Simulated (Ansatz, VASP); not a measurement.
## Two plane-wave programs on Mg

```xyz
2
Lattice="3.1892 0.0000 0.0000 -1.5946 2.7619 0.0000 0.0000 0.0000 5.1096" Properties=species:S:1:pos:R:3 pbc="T T T"
Mg    0.0000    1.8413    1.2774
Mg    1.5946    0.9206    3.8322
```

Alike in both runs: task relaxation of cell and atoms; functional PBEsol; k mesh 18 × 18 × 8; occupations gaussian, width 0.1 eV; no spin polarisation.

|  | VASP | Ansatz |
| --- | --- | --- |
| version | VASP 6.6.1 | Ansatz 0.2.0 |
| potentials or method | VASP PAW PBE potentials, release 64 (Mg), cutoff 600 eV | scalar-relativistic, plane waves, PAW |
| valence electrons in the cell | 4 | 20 |

|  | VASP | Ansatz | Ansatz less VASP |
| --- | --- | --- | --- |
| gap on the k mesh at the Fermi level, each at its own relaxed structure (eV) | none | none | - |
| relaxed volume (Å³/atom) | 22.48 | 22.50 | +0.025 |
| relaxed length of the cell vector where the two differ most in proportion (Å) | 3.188 | 3.189 | +0.0016 |

VASP's potentials were made for PBE, not for PBEsol. A gap of «none» marks a metal or a gap that the smearing closes. VASP's potentials hold 4 valence electrons a cell and Ansatz's 20, so a difference there can come from the potentials and not from the codes.
